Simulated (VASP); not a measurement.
Here is a VASP 6.6.1 calculation.

Contents of INCAR:

```
ALGO = Fast
EDIFF = 1E-6
ENCUT = 520
GGA = PS
ISIF = 2
ISMEAR = 0
LASPH = True
LCHARG = False
LREAL = False
LWAVE = False
NBANDS = 18
NELM = 60
PREC = Accurate
SIGMA = 0.15
```

The input KPOINTS:

```
k-points
0
Gamma
  18 18 10
```

The input POSCAR:

```
Ta
1.0
    2.9003720726      0.0000000000      0.0000000000
   -1.4501860363      2.5117958953      0.0000000000
    0.0000000000      0.0000000000      5.1662740000
Ta
2
Direct
    0.6666666667      0.3333333333      0.7064483030
    0.3333333333      0.6666666667      0.2500000000
```

Potentials or basis: VASP PAW PBE potentials, release 64 (Ta_pv).

Run with:

```sh
$ cat potpaw_PBE.64/Ta_pv/POTCAR > POTCAR
$ mpirun -np 1 vasp_std > vasp.out
```

Problem. What does it give for the pressure?

Solution. -3.1 GPa.

Problem. Predict the largest force.

Solution. 2.305 eV/Å.

Problem. Estimate the band gap on the k mesh.

Solution. Zero (band 11 reaches 6.95 eV, above the bottom of band 12 at 4.81 eV).

Stress tensor (GPa, compression positive):
```
-3.91  0.00  0.00
 0.00 -3.91  0.00
 0.00  0.00 -1.57
```

Caveat: the cell differs from its parent crystal (atom 1 (Ta) moved by (+0.000, -0.225) A along x and z); the PAW data sets were made with another functional, which shifts forces and pressure a little; spin-orbit coupling is left out, which moves the levels of the heavy elements.
